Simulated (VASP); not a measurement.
The system is LiH.

```
Li H
1.0
     3.25482    0.00000    0.00000
    -1.62741    2.81876    0.00000
     0.00000    0.00000    4.06907
Li H
2 2
Direct
  0.33333 0.66667 0.25000
  0.66667 0.33333 0.75000
  0.66667 0.33333 0.25000
  0.33333 0.66667 0.75000
```

Base run:

| Quantity | Value |
| --- | --- |
| Program | VASP 6.6.1 |
| Functional | HSE06 |
| Potentials or basis | VASP PAW PBE potentials, release 64 (Li_sv, H) |
| Cutoff | 520 eV |
| k mesh | 6 × 6 × 4 |
| Occupations | gaussian, width 0.01 eV |
| Spin | no spin polarisation |

Its results: band gap on the k mesh 2.74 eV (least direct gap 4.05 eV).

Task: The run is repeated on the same cell with these changes: functional from HSE06 to PBE. What comes out?

Result: Band gap on the k mesh 1.83 eV (least direct gap 3.07 eV).

A k mesh can miss the band edges.
